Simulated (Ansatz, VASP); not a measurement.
# Ba in VASP and in Ansatz

File INCAR:

```
ALGO = Fast
EDIFF = 1E-7
ENCUT = 520
GGA = PS
ISIF = 2
ISMEAR = 0
LASPH = True
LCHARG = False
LREAL = False
LWAVE = False
NBANDS = 11
NELM = 60
PREC = Accurate
SIGMA = 0.1
```

File KPOINTS:

```
k-points
0
Gamma
  12 12 12
```

The input POSCAR:

```
Ba
1.0
   -2.3846320745      2.3846320745      2.3846320745
    2.3846320745     -2.3846320745      2.3846320745
    2.3846320745      2.3846320745     -2.3846320745
Ba
1
Direct
    0.0000000000      0.0000000000      0.0000000000
```

Input for Ansatz:

```yaml
crystal:
  lattice:
    - [-2.3846320745, 2.3846320745, 2.3846320745]
    - [2.3846320745, -2.3846320745, 2.3846320745]
    - [2.3846320745, 2.3846320745, -2.3846320745]
  atoms:
    - { symbol: Ba, position: [0.0, 0.0, 0.0] }
basis:
  ecutwfc: 420
kpoints:
  mp_grid: { grid: [12, 12, 12] }
hamiltonian:
  xc: pbesol
scf:
  occupations: { method: gaussian, width: 0.1 }
output:
  forces: true
  stress: true
  eigenvalues: true
```

Alike in both runs: task single point; functional PBEsol; k mesh 12 × 12 × 12; occupations gaussian, width 0.1 eV; no spin polarisation.

|  | VASP | Ansatz |
| --- | --- | --- |
| version | VASP 6.6.1 | Ansatz 0.2.0 |
| potentials or method | VASP PAW PBE potentials, release 64 (Ba_sv), cutoff 520 eV | scalar-relativistic, plane waves, PAW |
| valence electrons in the cell | 10 | 10 |

|  | VASP | Ansatz | Ansatz less VASP |
| --- | --- | --- | --- |
| gap on the k mesh at the Fermi level (eV) | none | none | - |
| pressure (GPa) | 0.8 | 0.7 | -0.12 |

VASP's potentials were made for PBE, not for PBEsol. A gap of «none» marks a metal or a gap that the smearing closes.

Spin-orbit coupling is off throughout.
